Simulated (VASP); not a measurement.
Input of a VASP 6.6.1 run:

INCAR

```
ALGO = Normal
EDIFF = 1E-6
ENCUT = 500
GGA = PE
GGA_COMPAT = False
ISIF = 2
ISMEAR = 0
LASPH = True
LCHARG = False
LMAXMIX = 6
LREAL = False
LWAVE = False
NBANDS = 39
NELM = 200
PREC = Accurate
SIGMA = 0.2
```

Contents of KPOINTS:

```
k-points
0
Gamma
  6 4 2
```

File POSCAR:

```
LaS3
1.0
    1.9293400838     -3.3417150501      0.0000000000
   -5.7880202513     -3.3417150502      0.0000000000
    0.0000000000      0.0000000000     -9.6111873029
La S
2 6
Direct
    0.5000000000      0.5000000000      1.0000000000
    1.0000000000      1.0000000000      1.0000000000
    0.5000000000      0.5000000000      0.2764875965
    0.0000000000      1.0000000000      0.2764875965
    1.0000000000      1.0000000000      0.7235124035
    0.5000000000      0.5000000000      0.7235124035
    0.0000000000      1.0000000000      0.5000000000
    0.5000000000      0.5000000000      0.5000000000
```

Potentials or basis: VASP PAW PBE potentials, release 64 (La, S).

Command:

```bash
$ cat potpaw_PBE.64/La/POTCAR potpaw_PBE.64/S/POTCAR > POTCAR
$ mpirun -np 1 vasp_std > vasp.out
```

What does it give for the largest force?

0.055 eV/Å.

Predict the pressure.

-0.5 GPa.

Forces in eV/Å, atoms in the order of the input:
```
La   0.000  0.000  0.000
La   0.000  0.000  0.000
S    0.000  0.000 -0.055
S    0.000  0.000 -0.055
S    0.000  0.000  0.055
S    0.000  0.000  0.055
S    0.000  0.000  0.000
S    0.000  0.000  0.000
```
